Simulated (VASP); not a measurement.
# AlNi (AlNi (110), 2 layers) in VASP: density of states with PBE

Aim: the density of states of AlNi (AlNi (110), 2 layers) with PBE.

Everything below comes from runs of VASP 6.6.1. Logs are shortened: lines on timing, memory, paths and dates and some standing lists are left out, and cuts for length are marked.

### 1 The cell of the first run

The cell holds a slab with vacuum, 4 atoms: a = 2.894 Å, b = 4.092 Å, c = 18.046 Å, α = 90.00°, β = 90.00°, γ = 90.00°.

### 2 Density of states, PBE

The input, POSCAR:

```
AlNi
1.0
    2.8935740572      0.0000000000      0.0000000000
    0.0000000000      4.0921316755      0.0000000000
    0.0000000000      0.0000000000     18.0461000000
Ni Al
2 2
Direct
    0.7500000000      0.0000000000      0.4433100272
    0.7500000000      0.5000000000      0.5566899728
    0.2500000000      0.5000000000      0.4433100272
    0.2500000000      0.0000000000      0.5566899728
```

The input, INCAR.step1:

```
SYSTEM = AlNi
PREC = Accurate
ENCUT = 520
EDIFF = 1E-6
ISMEAR = -1
SIGMA = 0.1
LREAL = .False.
LASPH = .True.
NELM = 60
ALGO = Normal
ISIF = 2
LWAVE = .False.
LCHARG = .True.
LMAXMIX = 4
LDIPOL = .True.
IDIPOL = 3
DIPOL = 0.5 0.5 0.500
GGA = PE
NBANDS = 21
```

The input, KPOINTS.step1:

```
regular mesh
0
Gamma
  13 9 1
  0 0 0
```

The input, INCAR.step2:

```
SYSTEM = AlNi
PREC = Accurate
ENCUT = 520
EDIFF = 1E-6
ISMEAR = -5
SIGMA = 0.1
LREAL = .False.
LASPH = .True.
NELM = 60
ALGO = Normal
ISIF = 2
LWAVE = .False.
LCHARG = .False.
LMAXMIX = 4
LDIPOL = .True.
IDIPOL = 3
DIPOL = 0.5 0.5 0.500
GGA = PE
LORBIT = 11
NBANDS = 21
NEDOS = 2001
ICHARG = 11
```

The input, KPOINTS.step2:

```
regular mesh
0
Gamma
  20 14 1
  0 0 0
```

Potentials or basis: VASP PAW PBE potentials, release 64 (Ni, Al).

Command:

```bash
cat potpaw_PBE.64/Ni/POTCAR potpaw_PBE.64/Al/POTCAR > POTCAR
cp INCAR.step1 INCAR
cp KPOINTS.step1 KPOINTS
mpirun -np 1 vasp_std > vasp.out
cp INCAR.step2 INCAR
cp KPOINTS.step2 KPOINTS
mpirun -np 1 vasp_std > vasp.out
```

OUTCAR:

```text
SYSTEM = AlNi
   PREC = Accurate
   ENCUT = 520
   EDIFF = 1E-6
   ISMEAR = -5
   LREAL = .False.
   LASPH = .True.
   NELM = 60
   ISIF = 2
   GGA = PE
   LORBIT = 11
   ICHARG = 11

 ion  position               nearest neighbor table
   1  0.750  0.000  0.443-   4 2.51   4 2.51   3 2.51   3 2.51   3 2.51   3 2.51   2 2.89   2 2.89

   2  0.750  0.500  0.557-   3 2.51   3 2.51   4 2.51   4 2.51   4 2.51   4 2.51   1 2.89   1 2.89

   3  0.250  0.500  0.443-   2 2.51   2 2.51   1 2.51   1 2.51   1 2.51   1 2.51   4 2.89   4 2.89

   4  0.250  0.000  0.557-   1 2.51   1 2.51   2 2.51   2 2.51   2 2.51   2 2.51   3 2.89   3 2.89

  LATTYP: Found a simple orthorhombic cell.
 ALAT       =     2.8935740572
 B/A-ratio  =     1.4142135624
 C/A-ratio  =     6.2366124534

  Lattice vectors:

 A1 = (   2.8935740572,   0.0000000000,   0.0000000000)
 A2 = (   0.0000000000,   4.0921316755,   0.0000000000)
 A3 = (   0.0000000000,   0.0000000000,  18.0461000000)

Analysis of symmetry for initial positions (statically):
=====================================================================
 Subroutine PRICEL returns:
 Original cell was already a primitive cell.

 Routine SETGRP: Setting up the symmetry group for a
 simple orthorhombic supercell.

 Subroutine GETGRP returns: Found  8 space group operations
 (whereof  2 operations were pure point group operations)
 out of a pool of  8 trial point group operations.

The static configuration has the point symmetry C_1h.
 The point group associated with its full space group is D_2h.

Analysis of symmetry for dynamics (positions and initial velocities):
=====================================================================
 Subroutine PRICEL returns:
 Original cell was already a primitive cell.

 Routine SETGRP: Setting up the symmetry group for a
 simple orthorhombic supercell.

 Subroutine GETGRP returns: Found  8 space group operations
 (whereof  2 operations were pure point group operations)
 out of a pool of  8 trial point group operations.

The dynamic configuration has the point symmetry C_1h.
 The point group associated with its full space group is D_2h.

 Subroutine INISYM returns: Found  8 space group operations
 (whereof  2 operations are pure point group operations),
 and found     1 'primitive' translations

----------------------------------------------------------------------------------------

                                     Primitive cell

  volume of cell :     213.6818

  direct lattice vectors                    reciprocal lattice vectors
     2.893574057  0.000000000  0.000000000     0.345593367  0.000000000  0.000000000
     0.000000000  4.092131676  0.000000000     0.000000000  0.244371413  0.000000000
     0.000000000  0.000000000 18.046100000     0.000000000  0.000000000  0.055413635

  length of vectors
     2.893574057  4.092131676 18.046100000     0.345593367  0.244371413  0.055413635

  position of ions in fractional coordinates (direct lattice)
     0.750000000  0.000000000  0.443310027
     0.750000000  0.500000000  0.556689973
     0.250000000  0.500000000  0.443310027
     0.250000000  0.000000000  0.556689973

  ion indices of the primitive-cell ions
   primitive index   ion index
                 1           1
                 2           2
                 3           3
                 4           4

----------------------------------------------------------------------------------------

 KPOINTS: regular mesh

Automatic generation of k-mesh.
 Grid dimensions read from file:
 generate k-points for:   20   14    1

 Generating k-lattice:

  Cartesian coordinates                     Fractional coordinates (reciprocal lattice)
     0.017279668  0.000000000  0.000000000     0.050000000  0.000000000  0.000000000
     0.000000000  0.017455101  0.000000000     0.000000000  0.071428571  0.000000000
     0.000000000  0.000000000  0.055413635     0.000000000  0.000000000  1.000000000

  Length of vectors
     0.017279668  0.017455101  0.055413635

  Shift w.r.t. Gamma in fractional coordinates (k-lattice)
     0.000000000  0.000000000  0.000000000

 TETIRR: Found    840 inequivalent tetrahedra from     1680

 Subroutine IBZKPT returns following result:
 ===========================================

 Found     88 irreducible k-points:

 Following reciprocal coordinates:
            Coordinates               Weight
  0.000000  0.000000  0.000000      1.000000
  0.050000  0.000000  0.000000      2.000000
  0.100000  0.000000  0.000000      2.000000
  0.150000  0.000000  0.000000      2.000000
  0.200000  0.000000  0.000000      2.000000
  0.250000  0.000000  0.000000      2.000000
[... 16 lines left out ...]
  0.000000  0.142857  0.000000      2.000000
  0.050000  0.142857  0.000000      4.000000
 [... further k-points ...]
   k-points           NKPTS =     88   k-points in BZ     NKDIM =     88   number of bands    NBANDS=     21
   number of dos      NEDOS =   2001   number of ions     NIONS =      4
   total plane-waves  NPLWV = 100800
   dimension x,y,z NGX =    24 NGY =   30 NGZ =  140
   dimension x,y,z NGXF=    48 NGYF=   60 NGZF=  280
   ions per type =               2   2
   NGX,Y,Z   is equivalent  to a cutoff of  13.79, 12.19, 12.90 a.u.
   NGXF,Y,Z  is equivalent  to a cutoff of  27.58, 24.38, 25.79 a.u.
 SYSTEM =  AlNi
   PREC   = accura    normal or accurate (medium, high low for compatibility)
   ISTART =      0    job   : 0-new  1-cont  2-samecut
   ICHARG =     11    charge: 1-file 2-atom 10-const
   ISPIN  =      1    spin polarized calculation?
   LNONCOLLINEAR =      F non collinear calculations
   LSORBIT =      F    spin-orbit coupling
   LASPH  =      T    aspherical Exc in radial PAW
   ENCUT  =  520.0 eV  38.22 Ry    6.18 a.u.   5.38  7.61 33.55*2*pi/ulx,y,z
   NELM   =     60;   NELMIN=  2; NELMDL=  0     # of ELM steps
   EDIFF  = 0.1E-05   stopping-criterion for ELM
   LREAL  =      F    real-space projection
   EDIFFG = 0.1E-04   stopping-criterion for IOM
   NSW    =      0    number of steps for IOM
   IBRION =     -1    ionic relax: 0-MD 1-quasi-New 2-CG
   NFREE  =      0    steps in history (QN), initial steepest desc. (CG)
   ISIF   =      2    stress and relaxation
   ISYM   =      2    0-nonsym 1-usesym 2-fastsym
   POTIM  = 0.5000    time-step for ionic-motion
   TEBEG  =    0.0;   TEEND  =   0.0 temperature during run
   PSTRESS=    0.0 pullay stress
   NELECT =      26.0000    total number of electrons
   NUPDOWN=      -1.0000    fix difference up-down
   EMIN   =  10.00;   EMAX   =-10.00  energy-range for DOS
   EFERMI =   0.00;   METHOD = LEGACY
   ISMEAR =    -5;   SIGMA  =   0.10  broadening in eV -4-tet -1-fermi 0-gaus
   EFERMI_NEDOS =   21; number of points for ismear=-14 and -15
   IALGO  =     38    algorithm
   IMIX   =      4    mixing-type and parameters
     AMIX     =   0.40;   BMIX     =  1.00
     AMIX_MAG =   1.60;   BMIX_MAG =  1.00
  volume/ion in A,a.u.               =      53.42       360.50
  Fermi-wavevector in a.u.,A,eV,Ry     =   0.811229  1.533000  8.953890  0.658092
  Thomas-Fermi vector in A             =   1.920550
   LORBIT       =     11    0 simple, 1 ext, 2 COOP (PROOUT), +10 PAW based schemes
   GGA     = PE    functional components
   LHFCALC =     F    Hartree Fock is set to
   AEXX    =    0.0000 exact exchange contribution
   IVDW    =     0    specifies the selected vdW correction
   LEPSILON=     F    determine dielectric tensor
   LRPA    =     F    only Hartree local field effects (RPA)
 non-spin polarized calculation
 Fermi weights with tetrahedron method with Bloechl corrections
  energy-cutoff  :      520.00
  volume of cell :      213.68
 maximum number of plane-waves:      5795
 NGX is ok and might be reduce to    24

 number of electron      26.0000027 magnetization

 dipolmoment           0.000000      0.000000     -0.000000 electrons x Angstroem

 Free energy of the ion-electron system (eV)
  ---------------------------------------------------
  ext. energy  EPLUGINS =         0.00000000
  ---------------------------------------------------
  free energy    TOTEN  =       -18.65078732 eV

  energy without entropy =      -18.65078732  energy(sigma->0) =      -18.65078732

 E-fermi :  -1.4799     XC(G=0):  -3.8262

 val. band max:       -1.4676762030   @ k =   0.2000   0.1429   0.0000
 cond. band min:      -1.4885783711   @ k =   0.3000   0.5000   0.0000
 fundamental gap:     -0.0209021681
 Fermi energy:        -1.4799269286

 k-point     1 :       0.0000    0.0000    0.0000
  band No.  band energies     occupation
      1     -10.6905      2.00000
      2      -7.2650      2.00000
      3      -4.2678      2.00000
      4      -4.0828      2.00000
      5      -3.9101      2.00000
      6      -2.9207      2.00000
[... 13 lines left out ...]
     20       4.3816      0.00000
     21       4.4710      0.00000

 k-point     2 :       0.0500    0.0000    0.0000
  band No.  band energies     occupation
      1     -10.6463      2.00000
      2      -7.2248      2.00000
      3      -4.2368      2.00000
      4      -4.0860      2.00000
      5      -3.9067      2.00000
      6      -2.9769      2.00000
[... 13 lines left out ...]
     20       4.4210      0.00000
     21       4.4870      0.00000

 k-point     3 :       0.1000    0.0000    0.0000
  band No.  band energies     occupation
      1     -10.5138      2.00000
      2      -7.1051      2.00000
      3      -4.1455      2.00000
      4      -4.0986      2.00000
      5      -3.9039      2.00000
      6      -3.0974      2.00000
[... 13 lines left out ...]
     20       4.3985      0.00000
     21       4.5384      0.00000

 k-point     4 :       0.1500    0.0000    0.0000
  band No.  band energies     occupation
      1     -10.2944      2.00000
      2      -6.9091      2.00000
      3      -4.1273      2.00000
      4      -3.9990      2.00000
      5      -3.9251      2.00000
      6      -3.2148      2.00000
[... 13 lines left out ...]
     20       4.4657      0.00000
     21       4.7284      0.00000

 k-point     5 :       0.2000    0.0000    0.0000
  band No.  band energies     occupation
      1      -9.9901      2.00000
      2      -6.6421      2.00000
      3      -4.1780      2.00000
      4      -4.0063      2.00000
      5      -3.8078      2.00000
      6      -3.2955      2.00000
[... 13 lines left out ...]
     20       4.7180      0.00000
     21       4.7629      0.00000
[... 382 lines left out ...]
     20       5.0366      0.00000
     21       5.4248      0.00000

 k-point    22 :       0.5000    0.0714    0.0000
  band No.  band energies     occupation
      1      -6.8404      2.00000
      2      -6.4378      2.00000
      3      -4.6814      2.00000
      4      -4.5793      2.00000
      5      -3.5789      2.00000
      6      -3.5691      2.00000
[... 13 lines left out ...]
     20       5.6174      0.00000
     21       5.6364      0.00000

 k-point    23 :       0.0000    0.1429    0.0000
  band No.  band energies     occupation
      1     -10.5074      2.00000
      2      -7.1187      2.00000
      3      -5.0235      2.00000
      4      -3.9156      2.00000
      5      -3.7519      2.00000
      6      -3.0986      2.00000
[... 13 lines left out ...]
     20       4.3723      0.00000
     21       4.8267      0.00000

 k-point    24 :       0.0500    0.1429    0.0000
  band No.  band energies     occupation
      1     -10.4634      2.00000
      2      -7.0800      2.00000
      3      -4.9962      2.00000
      4      -3.9079      2.00000
      5      -3.7418      2.00000
      6      -3.1083      2.00000
[... 13 lines left out ...]
     20       4.4087      0.00000
     21       4.8696      0.00000

 [... further k-points ...]

------------------------ aborting loop because EDIFF is reached ----------------------------------------

 vacuum level on the upper side and lower side of the slab       (xc-potential included)        -0.073        -0.073

  FORCE on cell =-STRESS in cart. coord.  units (eV):
  Direction    XX          YY          ZZ          XY          YZ          ZX
  --------------------------------------------------------------------------------------
  -------------------------------------------------------------------------------------
  Total       -3.8285063     -2.3898642      0.6494573      0.0000000      0.0000000      0.0000000
  in kB      -28.7059803    -17.9191024      4.8696037      0.0000000      0.0000000      0.0000000
  external PRESSURE =     -13.9184930 kB  Pullay stress =       0.0000000 kB

 VOLUME and BASIS-vectors are now :
 -----------------------------------------------------------------------------
  energy-cutoff  :      520.00
  volume of cell :      213.68
      direct lattice vectors                 reciprocal lattice vectors
     2.893574057  0.000000000  0.000000000     0.345593367  0.000000000  0.000000000
     0.000000000  4.092131676  0.000000000     0.000000000  0.244371413  0.000000000
     0.000000000  0.000000000 18.046100000     0.000000000  0.000000000  0.055413635

 POSITION                                       TOTAL-FORCE (eV/Angst)
 -----------------------------------------------------------------------------------
      2.17018      0.00000      8.00002         0.000000      0.000000      0.259578
      2.17018      2.04607     10.04608         0.000000     -0.000000     -0.259578
      0.72339      2.04607      8.00002        -0.000000     -0.000000     -0.013093
      0.72339      0.00000     10.04608         0.000000     -0.000000      0.013093
 -----------------------------------------------------------------------------------
    total drift:                                0.000000      0.000000     -0.000000

  FREE ENERGIE OF THE ION-ELECTRON SYSTEM (eV)
  ---------------------------------------------------
  free  energy   TOTEN  =       -18.6507873166 eV

  energy  without entropy=      -18.6507873166  energy(sigma->0) =      -18.65078732

 vacuum level on the upper side and lower side of the slab         3.274         3.274

 total charge

# of ion       s       p       d       tot
------------------------------------------
    1        0.455   0.386   8.429   9.270
    2        0.455   0.386   8.429   9.270
    3        0.420   0.357   0.000   0.777
    4        0.420   0.357   0.000   0.777
--------------------------------------------------
tot          1.749   1.486  16.858  20.093
```

It took 3.4 min on 1 thread of Intel Xeon Platinum 8559C (Emerald Rapids), shared host; peak memory 0.52 GiB.

What came out:

* Valence electrons inside the program's atomic spheres: Ni 9.27; Al 0.78

Levels at points of the mesh, in eV from the Fermi level:
| k point | band 11 | band 12 | band 13 | band 14 | band 15 | band 16 |
| --- | --- | --- | --- | --- | --- | --- |
| (0.00, 0.00, 0.00) | -1.10 | -0.90 | -0.81 | -0.31 | 2.79 | 2.95 |
| (0.50, 0.00, 0.00) | -0.75 | -0.28 | -0.10 | 0.96 | 3.73 | 4.05 |
| (0.00, 0.50, 0.00) | -0.93 | -0.93 | -0.47 | -0.47 | 1.98 | 1.98 |
| (0.50, 0.50, 0.00) | -0.69 | -0.69 | -0.30 | -0.30 | 2.46 | 2.46 |

Caveat: tetrahedron occupations give inexact forces and stress in metals. Spin polarisation is off, so any magnetic state and its effect on volume and gap are missing.
